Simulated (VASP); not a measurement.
**Mo3P3H: single point with PBEsol**

Mo3P3H, a slab with vacuum:

```xyz
7
Lattice="3.1741 0.0000 0.0000 0.0000 3.2062 0.0000 0.0000 0.0000 25.4789" Properties=species:S:1:pos:R:3 pbc="T T T"
Mo    0.0000    1.6031    8.5000
Mo    0.0000    0.0000   11.2767
Mo    0.0000    1.6031   14.0255
P     1.5871    0.0000    9.4256
P     1.5871    1.6031   12.2067
P     1.5871    0.0000   15.1072
H     1.5871    0.0000   16.5382
```

```json
{
  "Program": "VASP 6.6.1",
  "Task": "single point",
  "Functional": "PBEsol",
  "Potentials or basis": "VASP PAW PBE potentials, release 64 (Mo_sv, P, H)",
  "Cutoff": "400 eV",
  "k mesh": "9 × 9 × 1",
  "Occupations": "gaussian, width 0.1 eV",
  "Spin": "no spin polarisation"
}
```

The largest force is 1.963 eV/Å and the band gap on the k mesh is zero (bands 29 and 30 overlap by 0.94 eV).

Forces on the atoms (eV/Å):
```
Mo   0.000  0.000  1.963
Mo   0.000  0.000 -0.236
Mo   0.000  0.000  0.014
P    0.000  0.000 -1.750
P    0.000  0.000 -0.010
P    0.000  0.000  0.014
H    0.000  0.000  0.005
```

Levels at points of the mesh, in eV from the Fermi level:
| k point | band 27 | band 28 | band 29 | band 30 | band 31 | band 32 | band 33 | band 34 |
| --- | --- | --- | --- | --- | --- | --- | --- | --- |
| (0.00, 0.00, 0.00) | -0.92 | -0.58 | -0.27 | -0.18 | 0.43 | 0.60 | 1.47 | 2.13 |

It took 5.6 min on 1 thread of Intel(R) Xeon(R) Platinum 8488C (Sapphire Rapids) (shared host), peak memory 0.38 GiB.

Caveat: the PAW data sets were made with another functional, which shifts forces and pressure a little.
